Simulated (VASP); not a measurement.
# Te (P3_121) in VASP: a series of runs

The runs below take Te through single point, with PBE.

Program: VASP 6.6.1. These are calculated values, not measurements. Logs are shortened: lines on timing, memory, paths and dates and some standing lists are left out, and cuts for length are marked.

## 1. The cell of the first run

Symmetry: P3_121, No. 152, trigonal system. The conventional cell has a = 4.369 Å, b = 4.369 Å, c = 5.925 Å, α = 90.00°, β = 90.00°, γ = 120.00°. Te (site symmetry 2) has 6 Te at 2.76 to 3.48 Å within 3.6 Å.

## 2. Single point, PBE (equal xx and yy strain of -2 %)

INCAR

```
ALGO = Normal ; EDIFF = 1E-6
ENCUT = 520 ; GGA = PE
ISIF = 2 ; ISMEAR = -1
LASPH = True ; LCHARG = False
LREAL = False ; LWAVE = False
NBANDS = 16 ; NELM = 100
PREC = Accurate ; SIGMA = 0.08
```

KPOINTS

```
k-points
0
Gamma
  9 9 6
```

POSCAR

```
Te
1.0
    4.3688394695      0.0000000000      0.0000000000
   -2.1844197348      3.7835259657      0.0000000000
    0.0000000000      0.0000000000      5.9250000000
Te
3
Direct
    0.7450000000      0.0000000000      0.3333333333
    0.0000000000      0.7450000000      0.6666666667
    0.2550000000      0.2550000000      0.0000000000
```

Potentials or basis: VASP PAW PBE potentials, release 64 (Te).

Started as:

```sh
> cat potpaw_PBE.64/Te/POTCAR > POTCAR
> mpirun -np 1 vasp_std > vasp.out
```

OUTCAR:

```text
EDIFF = 1E-6
   ENCUT = 520
   GGA = PE
   ISIF = 2
   ISMEAR = -1
   LASPH = True
   LREAL = False
   NELM = 100
   PREC = Accurate

 ion  position               nearest neighbor table
   1  0.745  0.000  0.333-   3 2.76   2 2.76   3 3.48   3 3.48   2 3.48   2 3.48
   2  0.000  0.745  0.667-   3 2.76   1 2.76   3 3.48   3 3.48   1 3.48   1 3.48
   3  0.255  0.255  0.000-   1 2.76   2 2.76   2 3.48   1 3.48   1 3.48   2 3.48

  LATTYP: Found a hexagonal cell.
 ALAT       =     4.3688394695
 C/A-ratio  =     1.3561954019

  Lattice vectors:

 A1 = (   4.3688394695,   0.0000000000,   0.0000000000)
 A2 = (  -2.1844197348,   3.7835259657,   0.0000000000)
 A3 = (   0.0000000000,   0.0000000000,   5.9250000000)

Analysis of symmetry for initial positions (statically):
=====================================================================
 Subroutine PRICEL returns:
 Original cell was already a primitive cell.

 Routine SETGRP: Setting up the symmetry group for a
 hexagonal supercell.

 Subroutine GETGRP returns: Found  6 space group operations
 (whereof  2 operations were pure point group operations)
 out of a pool of 24 trial point group operations.

The static configuration has the point symmetry C_2 .
 The point group associated with its full space group is D_3 .

Analysis of symmetry for dynamics (positions and initial velocities):
=====================================================================
 Subroutine PRICEL returns:
 Original cell was already a primitive cell.

 Routine SETGRP: Setting up the symmetry group for a
 hexagonal supercell.

 Subroutine GETGRP returns: Found  6 space group operations
 (whereof  2 operations were pure point group operations)
 out of a pool of 24 trial point group operations.

The dynamic configuration has the point symmetry C_2 .
 The point group associated with its full space group is D_3 .

 Subroutine INISYM returns: Found  6 space group operations
 (whereof  2 operations are pure point group operations),
 and found     1 'primitive' translations

----------------------------------------------------------------------------------------

                                     Primitive cell

  volume of cell :      97.9380

  direct lattice vectors                    reciprocal lattice vectors
     4.368839470  0.000000000  0.000000000     0.228893739  0.132151862  0.000000000
    -2.184419735  3.783525966  0.000000000     0.000000000  0.264303723  0.000000000
     0.000000000  0.000000000  5.925000000     0.000000000  0.000000000  0.168776371

  length of vectors
     4.368839470  4.368839470  5.925000000     0.264303723  0.264303723  0.168776371

  position of ions in fractional coordinates (direct lattice)
     0.745000000  0.000000000  0.333333333
     1.000000000  0.745000000  0.666666667
     0.255000000  0.255000000  0.000000000

  ion indices of the primitive-cell ions
   primitive index   ion index
                 1           1
                 2           2
                 3           3

----------------------------------------------------------------------------------------

 KPOINTS: k-points

Automatic generation of k-mesh.
 Grid dimensions read from file:
 generate k-points for:    9    9    6

 Generating k-lattice:

  Cartesian coordinates                     Fractional coordinates (reciprocal lattice)
     0.025432638  0.014683540  0.000000000     0.111111111 -0.000000000  0.000000000
     0.000000000  0.029367080  0.000000000     0.000000000  0.111111111  0.000000000
     0.000000000  0.000000000  0.028129395     0.000000000  0.000000000  0.166666667

  Length of vectors
     0.029367080  0.029367080  0.028129395

  Shift w.r.t. Gamma in fractional coordinates (k-lattice)
     0.000000000  0.000000000  0.000000000

 Subroutine IBZKPT returns following result:
 ===========================================

 Found     62 irreducible k-points:

 Following reciprocal coordinates:
            Coordinates               Weight
  0.000000  0.000000  0.000000      1.000000
  0.111111 -0.000000  0.000000      6.000000
  0.222222  0.000000  0.000000      6.000000
  0.333333  0.000000  0.000000      6.000000
  0.444444  0.000000  0.000000      6.000000
  0.111111  0.111111  0.000000      6.000000
[... 16 lines left out ...]
  0.222222  0.111111  0.166667     12.000000
 -0.111111  0.333333  0.166667     12.000000
 [... further k-points ...]
   k-points           NKPTS =     62   k-points in BZ     NKDIM =     62   number of bands    NBANDS=     16
   number of dos      NEDOS =    301   number of ions     NIONS =      3
   total plane-waves  NPLWV =  49152
   dimension x,y,z NGX =    32 NGY =   32 NGZ =   48
   dimension x,y,z NGXF=    64 NGYF=   64 NGZF=   96
   ions per type =               3
   NGX,Y,Z   is equivalent  to a cutoff of  12.18, 12.18, 13.47 a.u.
   NGXF,Y,Z  is equivalent  to a cutoff of  24.35, 24.35, 26.94 a.u.
 SYSTEM =  unknown system
   PREC   = accura    normal or accurate (medium, high low for compatibility)
   ISTART =      0    job   : 0-new  1-cont  2-samecut
   ICHARG =      2    charge: 1-file 2-atom 10-const
   ISPIN  =      1    spin polarized calculation?
   LNONCOLLINEAR =      F non collinear calculations
   LSORBIT =      F    spin-orbit coupling
   LASPH  =      T    aspherical Exc in radial PAW
   ENCUT  =  520.0 eV  38.22 Ry    6.18 a.u.   8.12  8.12 11.02*2*pi/ulx,y,z
   NELM   =    100;   NELMIN=  2; NELMDL= -5     # of ELM steps
   EDIFF  = 0.1E-05   stopping-criterion for ELM
   LREAL  =      F    real-space projection
   EDIFFG = 0.1E-04   stopping-criterion for IOM
   NSW    =      0    number of steps for IOM
   IBRION =     -1    ionic relax: 0-MD 1-quasi-New 2-CG
   NFREE  =      0    steps in history (QN), initial steepest desc. (CG)
   ISIF   =      2    stress and relaxation
   ISYM   =      2    0-nonsym 1-usesym 2-fastsym
   POTIM  = 0.5000    time-step for ionic-motion
   TEBEG  =    0.0;   TEEND  =   0.0 temperature during run
   PSTRESS=    0.0 pullay stress
   NELECT =      18.0000    total number of electrons
   NUPDOWN=      -1.0000    fix difference up-down
   EMIN   =  10.00;   EMAX   =-10.00  energy-range for DOS
   EFERMI =   0.00;   METHOD = LEGACY
   ISMEAR =    -1;   SIGMA  =   0.08  broadening in eV -4-tet -1-fermi 0-gaus
   EFERMI_NEDOS =   21; number of points for ismear=-14 and -15
   IALGO  =     38    algorithm
   IMIX   =      4    mixing-type and parameters
     AMIX     =   0.40;   BMIX     =  1.00
     AMIX_MAG =   1.60;   BMIX_MAG =  1.00
  volume/ion in A,a.u.               =      32.65       220.31
  Fermi-wavevector in a.u.,A,eV,Ry     =   0.930783  1.758926 11.787512  0.866358
  Thomas-Fermi vector in A             =   2.057208
   LORBIT       =      0    0 simple, 1 ext, 2 COOP (PROOUT), +10 PAW based schemes
   GGA     = PE    functional components
   LHFCALC =     F    Hartree Fock is set to
   AEXX    =    0.0000 exact exchange contribution
   IVDW    =     0    specifies the selected vdW correction
   LEPSILON=     F    determine dielectric tensor
   LRPA    =     F    only Hartree local field effects (RPA)
 non-spin polarized calculation
  energy-cutoff  :      520.00
  volume of cell :       97.94
 maximum number of plane-waves:      2665
   NGX = 17   NGY = 17   NGZ = 23

 number of electron      17.9999998 magnetization

 Free energy of the ion-electron system (eV)
  ---------------------------------------------------
  ext. energy  EPLUGINS =         0.00000000
  ---------------------------------------------------
  free energy    TOTEN  =        -9.25670318 eV

  energy without entropy =       -9.25445351  energy(sigma->0) =       -9.25557834

 E-fermi :   6.5093     XC(G=0):  -9.2209

 val. band max:        6.4292701660   @ k =   0.3333   0.3333   0.5000
 cond. band min:       7.0177973872   @ k =   0.0000   0.0000   0.5000
 fundamental gap:      0.5885272212
 Fermi energy:         6.5093159160

 k-point     1 :       0.0000    0.0000    0.0000
  band No.  band energies     occupation
      1      -7.6137      2.00000
      2      -4.0803      2.00000
      3      -4.0803      2.00000
      4       3.2457      2.00000
      5       3.5567      2.00000
      6       3.5567      2.00000
[... 8 lines left out ...]
     15      12.3274      0.00000
     16      12.7986      0.00000

 k-point     2 :       0.1111   -0.0000    0.0000
  band No.  band energies     occupation
      1      -7.5298      2.00000
      2      -4.0954      2.00000
      3      -4.0457      2.00000
      4       2.5703      2.00000
      5       3.1283      2.00000
      6       3.4279      2.00000
[... 8 lines left out ...]
     15      12.4877      0.00000
     16      12.6900      0.00000

 k-point     3 :       0.2222    0.0000    0.0000
  band No.  band energies     occupation
      1      -7.2917      2.00000
      2      -4.1803      2.00000
      3      -3.9525      2.00000
      4       1.7125      2.00000
      5       2.5147      2.00000
      6       3.0782      2.00000
[... 8 lines left out ...]
     15      12.7308      0.00000
     16      13.2069      0.00000

 k-point     4 :       0.3333    0.0000    0.0000
  band No.  band energies     occupation
      1      -6.9533      2.00000
      2      -4.3926      2.00000
      3      -3.8364      2.00000
      4       1.2520      2.00000
      5       2.0209      2.00000
      6       2.7744      2.00000
[... 8 lines left out ...]
     15      13.5325      0.00000
     16      14.0549      0.00000

 k-point     5 :       0.4444    0.0000    0.0000
  band No.  band energies     occupation
      1      -6.6589      2.00000
      2      -4.6388      2.00000
      3      -3.7539      2.00000
      4       1.1619      2.00000
      5       1.7795      2.00000
      6       2.6855      2.00000
[... 8 lines left out ...]
     15      14.8163      0.00000
     16      14.9145      0.00000

 k-point     6 :       0.1111    0.1111    0.0000
  band No.  band energies     occupation
      1      -7.3684      2.00000
      2      -4.1322      2.00000
      3      -3.9961      2.00000
      4       1.9862      2.00000
      5       2.4297      2.00000
      6       3.4605      2.00000
[... 8 lines left out ...]
     15      12.7098      0.00000
     16      13.0819      0.00000

 k-point     7 :       0.2222    0.1111    0.0000
  band No.  band energies     occupation
      1      -7.0767      2.00000
      2      -4.2579      2.00000
      3      -3.9252      2.00000
      4       1.4452      2.00000
      5       1.9323      2.00000
      6       3.1664      2.00000
[... 8 lines left out ...]
     15      13.3389      0.00000
     16      13.7968      0.00000

 k-point     8 :       0.3333    0.1111    0.0000
  band No.  band energies     occupation
      1      -6.7443      2.00000
      2      -4.4908      2.00000
      3      -3.8572      2.00000
      4       1.2323      2.00000
      5       1.7275      2.00000
      6       2.8256      2.00000
[... 8 lines left out ...]
     15      14.2873      0.00000
     16      14.6703      0.00000

 k-point     9 :       0.4444    0.1111    0.0000
  band No.  band energies     occupation
      1      -6.5765      2.00000
      2      -4.6334      2.00000
      3      -3.8286      2.00000
      4       1.2260      2.00000
      5       1.7024      2.00000
      6       2.8306      2.00000
[... 8 lines left out ...]
     15      14.4334      0.00000
     16      15.1106      0.00000
[... 172 lines left out ...]
 k-point    19 :       0.0000    0.3333    0.1667
  band No.  band energies     occupation
      1      -6.8659      2.00000
      2      -4.7960      2.00000
      3      -3.5678      2.00000
      4       1.5497      2.00000
      5       2.1448      2.00000
      6       3.0531      2.00000
[... 8 lines left out ...]
     15      12.7793      0.00000
     16      13.5410      0.00000

 k-point    20 :       0.4444    0.0000    0.1667
  band No.  band energies     occupation
      1      -6.5664      2.00000
      2      -4.9376      2.00000
      3      -3.5389      2.00000
      4       1.0746      2.00000
      5       1.4203      2.00000
      6       2.7191      2.00000
[... 8 lines left out ...]
     15      14.4342      0.00000
     16      14.9660      0.00000

 k-point    21 :       0.0000    0.4444    0.1667
  band No.  band energies     occupation
      1      -6.5788      2.00000
      2      -4.8407      2.00000
      3      -3.6886      2.00000
      4       1.4092      2.00000
      5       1.4945      2.00000
      6       2.7989      2.00000
[... 8 lines left out ...]
     15      14.1316      0.00000
     16      14.7694      0.00000

 k-point    22 :       0.1111    0.1111    0.1667
  band No.  band energies     occupation
      1      -7.2664      2.00000
      2      -4.9766      2.00000
      3      -3.1542      2.00000
      4       2.0437      2.00000
      5       2.4046      2.00000
      6       3.4511      2.00000
[... 8 lines left out ...]
     15      12.5343      0.00000
     16      12.8323      0.00000

 k-point    23 :       0.2222    0.1111    0.1667
  band No.  band energies     occupation
      1      -6.9765      2.00000
      2      -4.9104      2.00000
      3      -3.3064      2.00000
      4       1.4111      2.00000
      5       1.8288      2.00000
      6       3.0632      2.00000
[... 8 lines left out ...]
     15      13.2583      0.00000
     16      14.0813      0.00000

 k-point    24 :      -0.1111    0.3333    0.1667
  band No.  band energies     occupation
      1      -6.9824      2.00000
      2      -4.8492      2.00000
      3      -3.4210      2.00000
      4       1.5987      2.00000
      5       2.0778      2.00000
      6       3.2111      2.00000
[... 8 lines left out ...]
     15      12.8535      0.00000
     16      13.4545      0.00000

 [... further k-points ...]
[... 5 lines left out ...]
  --------------------------------------------------------------------------------------
  -------------------------------------------------------------------------------------
  Total        2.8153755      2.8153755      3.9596992     -0.0000000      0.0000000      0.0000000
  in kB       46.0570107     46.0570107     64.7771178     -0.0000000      0.0000000      0.0000000
  external PRESSURE =      52.2970464 kB  Pullay stress =       0.0000000 kB

 VOLUME and BASIS-vectors are now :
 -----------------------------------------------------------------------------
  energy-cutoff  :      520.00
  volume of cell :       97.94
      direct lattice vectors                 reciprocal lattice vectors
     4.368839470  0.000000000  0.000000000     0.228893739  0.132151862  0.000000000
    -2.184419735  3.783525966  0.000000000     0.000000000  0.264303723  0.000000000
     0.000000000  0.000000000  5.925000000     0.000000000  0.000000000  0.168776371

 POSITION                                       TOTAL-FORCE (eV/Angst)
 -----------------------------------------------------------------------------------
      3.25479      0.00000      1.97500        -0.887726     -0.000000      0.000000
     -1.62739      2.81873      3.95000         0.443863     -0.768793     -0.000000
      0.55703      0.96480      0.00000         0.443863      0.768793      0.000000
 -----------------------------------------------------------------------------------
    total drift:                               -0.000000     -0.000000      0.000000

  FREE ENERGIE OF THE ION-ELECTRON SYSTEM (eV)
  ---------------------------------------------------
  free  energy   TOTEN  =        -9.2567031779 eV

  energy  without entropy=       -9.2544535061  energy(sigma->0) =       -9.25557834
```

Wall time 40 s (1 thread of Intel Xeon 6975P-C (Granite Rapids), shared host); peak memory 0.25 GiB.

What came out:

| Item | Value |
| --- | --- |
| Free energy | -9.2567 eV |
| Pressure | 5.2 GPa |
| Largest force | 0.888 eV/Å |

Forces in eV/Å, atoms in the order of the input:
```
Te  -0.888  0.000  0.000
Te   0.444 -0.769  0.000
Te   0.444  0.769  0.000
```

Stress tensor (GPa, compression positive):
```
4.61 0.00 0.00
0.00 4.61 0.00
0.00 0.00 6.48
```

Levels at points of the mesh, in eV from the Fermi level:
| k point | band 7 | band 8 | band 9 | band 10 | band 11 | band 12 |
| --- | --- | --- | --- | --- | --- | --- |
| (0.00, 0.00, 0.00) | -1.78 | -1.78 | -0.72 | 1.01 | 1.01 | 1.80 |
| (0.00, 0.00, 0.50) | -1.53 | -1.18 | -1.18 | 0.51 | 0.77 | 0.77 |

Caveat: the cell differs from its parent crystal (equal xx and yy strain of -2 %); spin-orbit coupling is left out, which moves the levels of the heavy elements.

## 3. Single point, PBE (equal xx and yy strain of +1 %)

INCAR

```
SYSTEM = Te
PREC = Accurate ; ENCUT = 520
EDIFF = 1E-7 ; ISMEAR = -1
SIGMA = 0.08 ; LREAL = .FALSE.
LASPH = .TRUE. ; NELM = 60
ALGO = Normal ; ISIF = 2
LWAVE = .FALSE. ; LCHARG = .TRUE.
GGA = PE ; LELF = .TRUE.
LVHAR = .TRUE. ; NBANDS = 16
```

KPOINTS

```
Automatic mesh
0
G
  9 9 6
  0 0 0
```

POSCAR

```
Te
1.0
    4.5025794533      0.0000000000      0.0000000000
   -2.2512897267      3.8993481891      0.0000000000
    0.0000000000      0.0000000000      5.9250000000
Te
3
Direct
    0.7450000000      0.0000000000      0.3333333333
    0.0000000000      0.7450000000      0.6666666667
    0.2550000000      0.2550000000      0.0000000000
```

Potentials or basis: VASP PAW PBE potentials, release 64 (Te).

Started as:

```sh
> cat potpaw_PBE.64/Te/POTCAR > POTCAR
> mpirun -np 1 vasp_std > vasp.out
```

OUTCAR:

```text
SYSTEM = Te
   PREC = Accurate
   ENCUT = 520
   EDIFF = 1E-7
   ISMEAR = -1
   LREAL = .FALSE.
   LASPH = .TRUE.
   NELM = 60
   ISIF = 2
   GGA = PE

 ion  position               nearest neighbor table
   1  0.745  0.000  0.333-   3 2.80   2 2.80   3 3.55   3 3.55   2 3.55   2 3.55
   2  0.000  0.745  0.667-   3 2.80   1 2.80   3 3.55   3 3.55   1 3.55   1 3.55
   3  0.255  0.255  0.000-   1 2.80   2 2.80   2 3.55   1 3.55   1 3.55   2 3.55

  LATTYP: Found a hexagonal cell.
 ALAT       =     4.5025794533
 C/A-ratio  =     1.3159123701

  Lattice vectors:

[... 633 lines left out ...]
      6       2.6201      2.00000
[... 8 lines left out ...]
     15      12.2508      0.00000
     16      12.5955      0.00000

 [... further k-points ...]
[... 5 lines left out ...]
  --------------------------------------------------------------------------------------
  -------------------------------------------------------------------------------------
  Total        1.2918564      1.2918564      1.8574287     -0.0000000      0.0000000     -0.0000000
  in kB       19.8967918     19.8967918     28.6075699     -0.0000000      0.0000000     -0.0000000
  external PRESSURE =      22.8003845 kB  Pullay stress =       0.0000000 kB

 VOLUME and BASIS-vectors are now :
 -----------------------------------------------------------------------------
  energy-cutoff  :      520.00
  volume of cell :      104.03
      direct lattice vectors                 reciprocal lattice vectors
     4.502579453  0.000000000  0.000000000     0.222094915  0.128226559  0.000000000
    -2.251289727  3.899348189  0.000000000     0.000000000  0.256453118  0.000000000
     0.000000000  0.000000000  5.925000000     0.000000000  0.000000000  0.168776371

 POSITION                                       TOTAL-FORCE (eV/Angst)
 -----------------------------------------------------------------------------------
      3.35442      0.00000      1.97500        -0.511283      0.000000      0.000000
     -1.67721      2.90501      3.95000         0.255641     -0.442784      0.000000
      0.57408      0.99433      0.00000         0.255641      0.442784     -0.000000
 -----------------------------------------------------------------------------------
    total drift:                                0.000000      0.000000     -0.000000

  FREE ENERGIE OF THE ION-ELECTRON SYSTEM (eV)
  ---------------------------------------------------
  free  energy   TOTEN  =        -9.3798433533 eV

  energy  without entropy=       -9.3779091551  energy(sigma->0) =       -9.37887625
```

Wall time 71 s (1 thread of Intel Xeon 6975P-C (Granite Rapids), shared host); peak memory 0.27 GiB.

Results:

- Free energy: -9.3798 eV
- Pressure: 2.3 GPa
- Largest force: 0.511 eV/Å
- Band gap on the k mesh: 0.20 eV, direct

Forces on the atoms (eV/Å):
```
Te  -0.511  0.000  0.000
Te   0.256 -0.443  0.000
Te   0.256  0.443  0.000
```

Stress tensor (GPa, compression positive):
```
1.99 0.00 0.00
0.00 1.99 0.00
0.00 0.00 2.86
```

Caveat: the cell differs from its parent crystal (equal xx and yy strain of +1 %); spin-orbit coupling is left out, which moves the levels of the heavy elements.

[end of part 1 of 2]
